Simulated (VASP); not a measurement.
# Ag (Im-3m) in VASP: further runs

Ag is run at these levels: r2SCAN, LDA; tasks: single point.

All numbers are computed with VASP 6.6.1; they aren't measurements. Logs are shortened: lines on timing, memory, paths and dates and some standing lists are left out, and cuts for length are marked.

### 1 The cell of the first run

The structure is cubic, space group Im-3m (No. 229). Conventional cell: a = 2.439 Å, b = 2.439 Å, c = 2.439 Å, α = 90.00°, β = 90.00°, γ = 90.00°. Within 2.8 Å of Ag (site symmetry m-3m) lie 14 Ag at 2.11 to 2.44 Å.

This isn't the form of Ag at room conditions, which is fcc.

### 2 Single point, r2SCAN

POSCAR

```
Ag
1.0
   -1.2192504400      1.2192504400      1.2192504400
    1.2192504400     -1.2192504400      1.2192504400
    1.2192504400      1.2192504400     -1.2192504400
Ag
1
Direct
    0.0000000000      0.0000000000      0.0000000000
```

INCAR.step1

```
SYSTEM = Ag
ALGO = Normal
EDIFF = 1E-4
ENCUT = 520
GGA = PE
ISMEAR = -1
LASPH = .TRUE.
LCHARG = .FALSE.
LREAL = .FALSE.
LWAVE = .TRUE.
NBANDS = 12
NELM = 60
PREC = Accurate
SIGMA = 0.1
```

INCAR.step2

```
SYSTEM = Ag
ALGO = Normal
EDIFF = 1E-6
ENCUT = 520
ISIF = 2
ISMEAR = -1
ISTART = 1
LASPH = .TRUE.
LCHARG = .FALSE.
LMIXTAU = .TRUE.
LREAL = .FALSE.
LWAVE = .FALSE.
METAGGA = R2SCAN
NBANDS = 12
NELM = 60
PREC = Accurate
SIGMA = 0.1
```

KPOINTS

```
k-points
0
G
  17 17 17
  0 0 0
```

Potentials or basis: VASP PAW PBE potentials, release 64 (Ag).

Started as:

```sh
cat potpaw_PBE.64/Ag/POTCAR > POTCAR
cp INCAR.step1 INCAR
mpirun -np 1 vasp_std > vasp.out
cp INCAR.step2 INCAR
mpirun -np 1 vasp_std > vasp.out
```

OUTCAR:

```text
SYSTEM = Ag
   EDIFF = 1E-6
   ENCUT = 520
   ISIF = 2
   ISMEAR = -1
   ISTART = 1
   LASPH = .TRUE.
   LREAL = .FALSE.
   METAGGA = R2SCAN
   NELM = 60
   PREC = Accurate

 ion  position               nearest neighbor table
   1  0.000  0.000  0.000-

  LATTYP: Found a body centered cubic cell.
 ALAT       =     2.4385008800

  Lattice vectors:

 A1 = (  -1.2192504400,   1.2192504400,   1.2192504400)
 A2 = (   1.2192504400,  -1.2192504400,   1.2192504400)
 A3 = (   1.2192504400,   1.2192504400,  -1.2192504400)

Analysis of symmetry for initial positions (statically):
=====================================================================
 Subroutine PRICEL returns:
 Original cell was already a primitive cell.

 Routine SETGRP: Setting up the symmetry group for a
 body centered cubic supercell.

 Subroutine GETGRP returns: Found 48 space group operations
 (whereof 48 operations were pure point group operations)
 out of a pool of 48 trial point group operations.

The static configuration has the point symmetry O_h .

Analysis of symmetry for dynamics (positions and initial velocities):
=====================================================================
 Subroutine PRICEL returns:
 Original cell was already a primitive cell.

 Routine SETGRP: Setting up the symmetry group for a
 body centered cubic supercell.

 Subroutine GETGRP returns: Found 48 space group operations
 (whereof 48 operations were pure point group operations)
 out of a pool of 48 trial point group operations.

The dynamic configuration has the point symmetry O_h .

 Subroutine INISYM returns: Found 48 space group operations
 (whereof 48 operations are pure point group operations),
 and found     1 'primitive' translations

----------------------------------------------------------------------------------------

                                     Primitive cell

  volume of cell :       7.2500

  direct lattice vectors                    reciprocal lattice vectors
    -1.219250440  1.219250440  1.219250440     0.000000000  0.410088021  0.410088021
     1.219250440 -1.219250440  1.219250440     0.410088021  0.000000000  0.410088021
     1.219250440  1.219250440 -1.219250440     0.410088021  0.410088021  0.000000000

  length of vectors
     2.111803709  2.111803709  2.111803709     0.579952041  0.579952041  0.579952041

  position of ions in fractional coordinates (direct lattice)
     0.000000000  0.000000000  0.000000000

  ion indices of the primitive-cell ions
   primitive index   ion index
                 1           1

----------------------------------------------------------------------------------------

 KPOINTS: k-points

Automatic generation of k-mesh.
 Grid dimensions read from file:
 generate k-points for:   17   17   17

 Generating k-lattice:

  Cartesian coordinates                     Fractional coordinates (reciprocal lattice)
     0.000000000  0.024122825  0.024122825     0.058823529  0.000000000  0.000000000
     0.024122825  0.000000000  0.024122825     0.000000000  0.058823529  0.000000000
     0.024122825  0.024122825  0.000000000     0.000000000  0.000000000  0.058823529

  Length of vectors
     0.034114826  0.034114826  0.034114826

  Shift w.r.t. Gamma in fractional coordinates (k-lattice)
     0.000000000  0.000000000  0.000000000

 Subroutine IBZKPT returns following result:
 ===========================================

 Found    165 irreducible k-points:

 Following reciprocal coordinates:
            Coordinates               Weight
  0.000000  0.000000  0.000000      1.000000
  0.058824  0.000000  0.000000     12.000000
  0.117647  0.000000  0.000000     12.000000
  0.176471  0.000000  0.000000     12.000000
  0.235294  0.000000  0.000000     12.000000
  0.294118  0.000000  0.000000     12.000000
[... 16 lines left out ...]
  0.411765  0.117647  0.000000     48.000000
  0.176471  0.176471  0.000000     24.000000
 [... further k-points ...]
   k-points           NKPTS =    165   k-points in BZ     NKDIM =    165   number of bands    NBANDS=     12
   number of dos      NEDOS =    301   number of ions     NIONS =      1
   total plane-waves  NPLWV =   4096
   dimension x,y,z NGX =    16 NGY =   16 NGZ =   16
   dimension x,y,z NGXF=    32 NGYF=   32 NGZF=   32
   ions per type =               1
   NGX,Y,Z   is equivalent  to a cutoff of  12.60, 12.60, 12.60 a.u.
   NGXF,Y,Z  is equivalent  to a cutoff of  25.19, 25.19, 25.19 a.u.
 SYSTEM =  Ag
   PREC   = accura    normal or accurate (medium, high low for compatibility)
   ISTART =      1    job   : 0-new  1-cont  2-samecut
   ICHARG =      0    charge: 1-file 2-atom 10-const
   ISPIN  =      1    spin polarized calculation?
   LNONCOLLINEAR =      F non collinear calculations
   LSORBIT =      F    spin-orbit coupling
   LASPH  =      T    aspherical Exc in radial PAW
   ENCUT  =  520.0 eV  38.22 Ry    6.18 a.u.   3.93  3.93  3.93*2*pi/ulx,y,z
   NELM   =     60;   NELMIN=  2; NELMDL=  0     # of ELM steps
   EDIFF  = 0.1E-05   stopping-criterion for ELM
   LREAL  =      F    real-space projection
   EDIFFG = 0.1E-04   stopping-criterion for IOM
   NSW    =      0    number of steps for IOM
   IBRION =     -1    ionic relax: 0-MD 1-quasi-New 2-CG
   NFREE  =      0    steps in history (QN), initial steepest desc. (CG)
   ISIF   =      2    stress and relaxation
   ISYM   =      2    0-nonsym 1-usesym 2-fastsym
   POTIM  = 0.5000    time-step for ionic-motion
   TEBEG  =    0.0;   TEEND  =   0.0 temperature during run
   PSTRESS=    0.0 pullay stress
   NELECT =      11.0000    total number of electrons
   NUPDOWN=      -1.0000    fix difference up-down
   EMIN   =  10.00;   EMAX   =-10.00  energy-range for DOS
   EFERMI =   0.00;   METHOD = LEGACY
   ISMEAR =    -1;   SIGMA  =   0.10  broadening in eV -4-tet -1-fermi 0-gaus
   EFERMI_NEDOS =   21; number of points for ismear=-14 and -15
   IALGO  =     38    algorithm
   IMIX   =      4    mixing-type and parameters
     AMIX     =   0.40;   BMIX     =  1.00
     AMIX_MAG =   1.60;   BMIX_MAG =  1.00
  volume/ion in A,a.u.               =       7.25        48.93
  Fermi-wavevector in a.u.,A,eV,Ry     =   1.881162  3.554880 48.147883  3.538770
  Thomas-Fermi vector in A             =   2.924603
   LORBIT       =      0    0 simple, 1 ext, 2 COOP (PROOUT), +10 PAW based schemes
   METAGGA = R2SCAN    functional components
   LHFCALC =     F    Hartree Fock is set to
   AEXX    =    0.0000 exact exchange contribution
   IVDW    =     0    specifies the selected vdW correction
   LEPSILON=     F    determine dielectric tensor
   LRPA    =     F    only Hartree local field effects (RPA)
 non-spin polarized calculation
  energy-cutoff  :      520.00
  volume of cell :        7.25
 maximum number of plane-waves:       206
   NGX =  7   NGY =  7   NGZ =  7

 number of electron      10.9999996 magnetization

 Free energy of the ion-electron system (eV)
  ---------------------------------------------------
  ext. energy  EPLUGINS =         0.00000000
  ---------------------------------------------------
  free energy    TOTEN  =        -8.59267888 eV

  energy without entropy =       -8.58847618  energy(sigma->0) =       -8.59057753

 E-fermi :  29.9020     XC(G=0): -19.9479

 val. band max:       29.8976871459   @ k =   0.2353   0.2353   0.0000
 cond. band min:      30.0643563155   @ k =  -0.3529   0.4706   0.0588
 fundamental gap:      0.1666691696
 Fermi energy:        29.9019716389

 k-point     1 :       0.0000    0.0000    0.0000
  band No.  band energies     occupation
      1      11.6172      2.00000
      2      16.3100      2.00000
      3      16.3100      2.00000
      4      16.3100      2.00000
      5      21.2962      2.00000
      6      21.2962      2.00000
      7      45.9320      0.00000
      8      45.9320      0.00000
      9      45.9320      0.00000
     10      57.9910      0.00000
     11      66.0714      0.00000
     12      66.0714      0.00000

 k-point     2 :       0.0588    0.0000    0.0000
  band No.  band energies     occupation
      1      11.8842      2.00000
      2      16.1721      2.00000
      3      16.3080      2.00000
      4      16.5589      2.00000
      5      21.0984      2.00000
      6      21.3023      2.00000
      7      46.1222      0.00000
      8      46.3728      0.00000
      9      46.4157      0.00000
     10      57.9784      0.00000
     11      64.3362      0.00000
     12      65.6644      0.00000

 k-point     3 :       0.1176    0.0000    0.0000
  band No.  band energies     occupation
      1      12.5787      2.00000
      2      15.7911      2.00000
      3      16.3327      2.00000
      4      17.2916      2.00000
      5      20.6735      2.00000
      6      21.3295      2.00000
      7      46.5647      0.00000
      8      47.6022      0.00000
      9      47.6585      0.00000
     10      57.9315      0.00000
     11      61.5404      0.00000
     12      64.6859      0.00000
[... 286 lines left out ...]
 k-point    23 :       0.4118    0.1176    0.0000
  band No.  band energies     occupation
      1      11.5694      2.00000
      2      13.3618      2.00000
      3      20.5754      2.00000
      4      21.3166      2.00000
      5      24.0479      2.00000
      6      30.2539      0.05752
      7      41.8873      0.00000
      8      42.8282      0.00000
      9      51.8528      0.00000
     10      58.0439      0.00000
     11      59.3721      0.00000
     12      62.8918      0.00000

 k-point    24 :       0.1765    0.1765    0.0000
  band No.  band energies     occupation
      1      13.4862      2.00000
      2      14.7041      2.00000
      3      16.7730      2.00000
      4      19.9628      2.00000
      5      22.2139      2.00000
      6      24.3711      2.00000
      7      46.7330      0.00000
      8      47.6598      0.00000
      9      52.5680      0.00000
     10      56.7944      0.00000
     11      59.1956      0.00000
     12      61.9532      0.00000

 [... further k-points ...]

------------------------ aborting loop because EDIFF is reached ----------------------------------------

  FORCE on cell =-STRESS in cart. coord.  units (eV):
  Direction    XX          YY          ZZ          XY          YZ          ZX
  --------------------------------------------------------------------------------------
  -------------------------------------------------------------------------------------
  Total       44.2268961     44.2268961     44.2268961      0.0000000      0.0000000      0.0000000
  in kB     9773.6838988   9773.6838988   9773.6838988      0.0000000      0.0000000      0.0000000
  external PRESSURE =    9773.6838988 kB  Pullay stress =       0.0000000 kB

 VOLUME and BASIS-vectors are now :
 -----------------------------------------------------------------------------
  energy-cutoff  :      520.00
  volume of cell :        7.25
      direct lattice vectors                 reciprocal lattice vectors
    -1.219250440  1.219250440  1.219250440     0.000000000  0.410088021  0.410088021
     1.219250440 -1.219250440  1.219250440     0.410088021  0.000000000  0.410088021
     1.219250440  1.219250440 -1.219250440     0.410088021  0.410088021  0.000000000

 POSITION                                       TOTAL-FORCE (eV/Angst)
 -----------------------------------------------------------------------------------
      0.00000      0.00000      0.00000        -0.000000     -0.000000     -0.000000
 -----------------------------------------------------------------------------------
    total drift:                                0.000000     -0.000000     -0.000000

  FREE ENERGIE OF THE ION-ELECTRON SYSTEM (eV)
  ---------------------------------------------------
  free  energy   TOTEN  =        -8.5926788769 eV

  energy  without entropy=       -8.5884761820  energy(sigma->0) =       -8.59057753
```

Wall time 45 s (1 thread of Intel Xeon 8259CL, shared host); peak memory 0.13 GiB.

The run converged, but its numbers aren't listed here, since they failed a check.

Caveat: the cell stands under pressure; the PAW data sets were made with another functional, which shifts forces and pressure a little.

### 3 Single point, LDA (13.69 Å³/atom)

This run uses another cell than the first one, of 13.69 Å³/atom.

INCAR

```
PREC = Accurate
ENCUT = 520
EDIFF = 1E-6
ISMEAR = -1
SIGMA = 0.1
LREAL = F
LASPH = T
NELM = 80
ALGO = Normal
ISIF = 2
LWAVE = F
LCHARG = F
GGA = CA
NBANDS = 12
```

KPOINTS

```
Automatic mesh
0
Gamma
  17 17 17
```

POSCAR

```
Ag
1.0
   -1.5071682093      1.5071682093      1.5071682093
    1.5071682093     -1.5071682093      1.5071682093
    1.5071682093      1.5071682093     -1.5071682093
Ag
1
Direct
    0.0000000000      0.0000000000      0.0000000000
```

Potentials or basis: VASP PAW LDA potentials, release 64 (Ag).

Started as:

```sh
cat potpaw_LDA.64/Ag/POTCAR > POTCAR
mpirun -np 1 vasp_std > vasp.out
```

Run time: 32 s. Hardware: 1 thread of Intel Xeon 8259CL, shared host; peak memory 0.14 GiB.

The run converged. Its results:

```yaml
Free_energy: -3.5283 eV
Pressure: 34.9 GPa
Band_gap_on_the_k_mesh: zero (an odd number of electrons rules out a gap without spin polarisation)
```

Levels at points of the mesh, in eV from the Fermi level:
| k point | band 4 | band 5 | band 6 | band 7 | band 8 | band 9 |
| --- | --- | --- | --- | --- | --- | --- |
| (0.00, 0.00, 0.00) | -5.94 | -4.00 | -4.00 | 18.50 | 18.50 | 18.50 |

Caveat: the cell stands under pressure.

### 4 Single point, LDA (13.69 Å³/atom)

This run uses another cell than the first one, of 13.69 Å³/atom.

INCAR

```
SYSTEM = Ag
  PREC = Accurate
  ENCUT = 520
  EDIFF = 1E-6
  ISMEAR = -1
  SIGMA = 0.1
  LREAL = .False.
  LASPH = .True.
  NELM = 80
  ALGO = Normal
  ISIF = 2
  LWAVE = .False.
  LCHARG = .False.
  NBANDS = 12
```

KPOINTS

```
regular mesh
0
Gamma
  17 17 17
  0 0 0
```

POSCAR is that of step 3.

Started as:

```sh
cat potpaw_LDA.64/Ag/POTCAR > POTCAR
mpirun -np 1 vasp_std > vasp.out
```

Run time: 36 s. Hardware: 1 thread of Intel Xeon 8259CL, shared host; peak memory 0.14 GiB.

The run converged. Its results:

| Item | Value |
| --- | --- |
| Free energy | -3.5283 eV |
| Pressure | 34.9 GPa |
| Band gap on the k mesh | zero (an odd number of electrons rules out a gap without spin polarisation) |

Levels at points of the mesh, in eV from the Fermi level:
```csv
k point,band 4,band 5,band 6,band 7,band 8,band 9
"(0.00, 0.00, 0.00)",-5.94,-4.00,-4.00,18.50,18.50,18.50
```

Caveat: the cell stands under pressure.
